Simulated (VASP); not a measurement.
FeO, 4 atoms in the cell. It takes space group P4_2/mmc (No. 131, tetragonal). Conventional cell: a = 3.005 Å, b = 3.005 Å, c = 5.390 Å, α = 90.00°, β = 90.00°, γ = 90.00°. Within 2.7 Å of Fe (site symmetry mmm) lie 4 O at 2.02 Å. O (site symmetry -4m2) has 4 Fe at 2.02 Å and 2 O at 2.70 Å within 2.7 Å. 

```yaml
Program: VASP 6.6.1
Task: single point
Functional: PBE
Potentials_or_basis: VASP PAW PBE potentials, release 64 (Fe, O)
Cutoff: 520 eV
k_mesh: 9 × 9 × 5
Occupations: fermi-dirac, width 0.05 eV
Spin: collinear spin, ferromagnetic start
Starting_moments: "[3.0, 3.0, 0.0, 0.0] μB"
Dipole_correction: no
Further_INCAR_settings: ALGO = Normal; EDIFF = 1e-07; NBANDS = 26
```

Potentials or basis: VASP PAW PBE potentials, release 64 (Fe, O).

The run is started by

```console
$ cat potpaw_PBE.64/Fe/POTCAR potpaw_PBE.64/O/POTCAR > POTCAR
$ mpirun -np 1 vasp_std > vasp.out
```

Hardware: 1 thread of AMD EPYC 7R13, on a shared host.

**Question.** Estimate the wall time of this run.

**Answer.** Wall time 4.3 min on 1 thread of AMD EPYC 7R13, on a shared host, peak memory 0.2 GiB. Counts: scf iterations 21, k points 45.
